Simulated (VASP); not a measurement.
A run of VASP 6.6.1 is set up as follows.

POSCAR

```
MgO
1.0
    3.4841042127      0.0000000000      0.0261307816
   -1.7420521064      3.0173227576     -0.0130653908
    0.0313926570      0.0000000000      4.1856875957
Mg O
2 2
Direct
    0.6666666667      0.3333333333      0.7500000000
    0.3333333333      0.6666666667      0.2500000000
    0.6666666667      0.3333333333      0.2500000000
    0.3333333333      0.6666666667      0.7500000000
```

Contents of INCAR.step1:

```
PREC     = Accurate       # precision mode
ENCUT    = 520            # plane-wave cutoff, eV
ISMEAR   = 0              # smearing method
SIGMA    = 0.05           # smearing width, eV
LREAL    = False          # projectors in reciprocal space
LASPH    = True           # aspherical terms in the spheres
NELM     = 80             # most SCF steps
NBANDS   = 16             # bands
GGA      = PE             # functional
ALGO     = Normal         # electronic algorithm
EDIFF    = 1E-4           # SCF threshold, eV
LWAVE    = True           # write WAVECAR
LCHARG   = False          # write CHGCAR
```

The input INCAR.step2:

```
PREC     = Accurate       # precision mode
ENCUT    = 520            # plane-wave cutoff, eV
EDIFF    = 1E-6           # SCF threshold, eV
ISMEAR   = 0              # smearing method
SIGMA    = 0.05           # smearing width, eV
LREAL    = False          # projectors in reciprocal space
LASPH    = True           # aspherical terms in the spheres
NELM     = 80             # most SCF steps
ALGO     = Normal         # electronic algorithm
ISIF     = 2              # what is computed and relaxed
LWAVE    = False          # write WAVECAR
LCHARG   = True           # write CHGCAR
METAGGA  = R2SCAN         # meta-GGA
LMIXTAU  = True         
LELF     = True           # ELF
LVHAR    = True         
NBANDS   = 16             # bands
ISTART   = 1
```

File KPOINTS:

```
regular mesh
0
Gamma
  6 6 6
```

Potentials or basis: VASP PAW PBE potentials, release 64 (Mg, O).

Command:

```sh
$ cat potpaw_PBE.64/Mg/POTCAR potpaw_PBE.64/O/POTCAR > POTCAR
$ cp INCAR.step1 INCAR
$ mpirun -np 1 vasp_std > vasp.out
$ cp INCAR.step2 INCAR
$ mpirun -np 1 vasp_std > vasp.out
```

Predict the pressure.

-0.8 GPa.

What does it give for the band gap on the k mesh?

4.07 eV.

Stress tensor (GPa, compression positive):
```
-0.68  0.00 -1.84
 0.00 -0.67  0.00
-1.84  0.00 -0.97
```

Caveat: the cell differs from its parent crystal (strain +0.0150 x Voigt [0, 0, 0, 0, 1, 0]); the PAW data sets were made with another functional, which shifts forces and pressure a little.
